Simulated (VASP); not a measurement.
A run of VASP 6.6.1 is set up as follows.

Contents of INCAR:

```
ALGO = Normal
EDIFF = 1E-6
ENCUT = 520
GGA = PE
ISIF = 2
ISMEAR = -1
LASPH = T
LCHARG = F
LREAL = F
LWAVE = F
NBANDS = 11
NELM = 80
PREC = Accurate
SIGMA = 0.05
```

The input KPOINTS:

```
k-points
0
Gamma
  11 11 11
```

The input POSCAR:

```
MgO
1.0
    0.0000000000      2.0970013927      2.0970013927
    2.0970013927      0.0000000000      2.0970013927
    2.0970013927      2.0970013927      0.0000000000
Mg O
1 1
Direct
    0.0000000000      0.0000000000      0.0000000000
    0.5000000000      0.5000000000      0.5000000000
```

Potentials or basis: VASP PAW PBE potentials, release 64 (Mg, O).

Launch:

```sh
$ cat potpaw_PBE.64/Mg/POTCAR potpaw_PBE.64/O/POTCAR > POTCAR
$ mpirun -np 1 vasp_std > vasp.out
```

(1) Predict the band gap on the k mesh.

(2) Predict the pressure.

Results:

(1) 4.85 eV, direct.

(2) 6.2 GPa.
